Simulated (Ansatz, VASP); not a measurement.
# SrRe2: VASP beside Ansatz

Contents of INCAR:

```
SYSTEM = SrRe2
PREC = Accurate
ENCUT = 600
EDIFF = 1E-6
ISMEAR = 0
SIGMA = 0.1
LREAL = .FALSE.
LASPH = .TRUE.
NELM = 60
ALGO = Fast
ISIF = 3
LWAVE = .FALSE.
LCHARG = .FALSE.
GGA = PE
IBRION = 2
NSW = 100
EDIFFG = -0.01
```

File KPOINTS:

```
Automatic mesh
0
G
  8 8 8
  0 0 0
```

Contents of POSCAR:

```
SrRe2
1.0
    0.0000000000      3.9544111578      3.9544111578
    3.9544111578      0.0000000000      3.9544111578
    3.9544111578      3.9544111578      0.0000000000
Sr Re
2 4
Direct
    0.0000000000      0.0000000000      0.0000000000
    0.2500000000      0.2500000000      0.2500000000
    0.6250000000      0.6250000000      0.6250000000
    0.1250000000      0.6250000000      0.6250000000
    0.6250000000      0.6250000000      0.1250000000
    0.6250000000      0.1250000000      0.6250000000
```

Input for Ansatz:

```yaml
crystal:
  lattice:
    - [0.0, 3.9544111578, 3.9544111578]
    - [3.9544111578, 0.0, 3.9544111578]
    - [3.9544111578, 3.9544111578, 0.0]
  atoms:
    - { symbol: Sr, position: [0.0, 0.0, 0.0] }
    - { symbol: Sr, position: [0.25, 0.25, 0.25] }
    - { symbol: Re, position: [0.625, 0.625, 0.625] }
    - { symbol: Re, position: [0.125, 0.625, 0.625] }
    - { symbol: Re, position: [0.625, 0.625, 0.125] }
    - { symbol: Re, position: [0.625, 0.125, 0.625] }
basis:
  ecutwfc: 420
kpoints:
  mp_grid: { grid: [8, 8, 8] }
hamiltonian:
  xc: pbe
scf:
  occupations: { method: gaussian, width: 0.1 }
output:
  forces: true
  stress: true
  eigenvalues: true
relax:
  adjacent_minimum: "off"
  f_tol: 0.01
  max_steps: 80
  cell: { stress_tol: 0.05 }
```

Alike in both runs: task relaxation of cell and atoms; functional PBE; k mesh 8 × 8 × 8; occupations gaussian, width 0.1 eV; no spin polarisation.

|  | VASP | Ansatz |
| --- | --- | --- |
| version | VASP 6.6.1 | Ansatz 0.2.0 |
| potentials or method | VASP PAW PBE potentials, release 64 (Sr_sv, Re), cutoff 600 eV | scalar-relativistic, plane waves, PAW |
| valence electrons in the cell | 48 | 80 |

|  | VASP | Ansatz | Ansatz less VASP |
| --- | --- | --- | --- |
| gap on the k mesh at the Fermi level, each at its own relaxed structure (eV) | none | none | - |
| relaxed volume (Å³/atom) | 20.00 | 20.00 | +0.007 |
| relaxed length of the cell vector where the two differ most in proportion (Å) | 5.536 | 5.537 | +0.0006 |

A gap of «none» marks a metal or a gap that the smearing closes. VASP's potentials hold 48 valence electrons a cell and Ansatz's 80, so a difference there can come from the potentials and not from the codes.

Neither program's run includes spin-orbit coupling.
